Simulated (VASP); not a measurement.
Wanted: the native input for a VASP 6.6.1 run.

- Task: single point
- Functional: PBEsol
- Potentials or basis: VASP PAW PBE potentials, release 64 (Pt)
- Cutoff: 520 eV
- k mesh: 13 × 13 × 13
- Occupations: gaussian, width 0.1 eV
- Spin: no spin polarisation
- Dipole correction: no
- Further INCAR settings: ALGO = Normal; EDIFF = 1e-06; NBANDS = 11

The structure of Pt lies in POSCAR:

```
Pt
1.0
   -1.5947118289      1.5947118289      1.5947118289
    1.5947118289     -1.5947118289      1.5947118289
    1.5947118289      1.5947118289     -1.5947118289
Pt
1
Direct
    0.0000000000      0.0000000000      0.0000000000
```

One way to write it, as run:

INCAR

```
SYSTEM = Pt
PREC = Accurate
ENCUT = 520
EDIFF = 1E-6
ISMEAR = 0
SIGMA = 0.1
LREAL = .FALSE.
LASPH = .TRUE.
NELM = 80
ALGO = Normal
ISIF = 2
LWAVE = .FALSE.
LCHARG = .TRUE.
GGA = PS
LELF = .TRUE.
LVHAR = .TRUE.
NBANDS = 11
```

KPOINTS

```
Automatic mesh
0
G
  13 13 13
  0 0 0
```

Potentials or basis: VASP PAW PBE potentials, release 64 (Pt).

The run is started by

```console
$ cat potpaw_PBE.64/Pt/POTCAR > POTCAR
$ mpirun -np 1 vasp_std > vasp.out
```

It gave:

| Property | Result |
| --- | --- |
| Pressure | -15.4 GPa |
| Band gap on the k mesh | zero (band 5 reaches 10.42 eV, above the bottom of band 6 at 8.47 eV) |

Caveat: the PAW data sets were made with another functional, which shifts forces and pressure a little; spin-orbit coupling is left out, which moves the levels of the heavy elements.

It took 8.7 s on 1 thread of Intel(R) Xeon(R) Platinum 8375C CPU @ 2.90GHz (Ice Lake), on a shared host, peak memory 0.15 GiB.
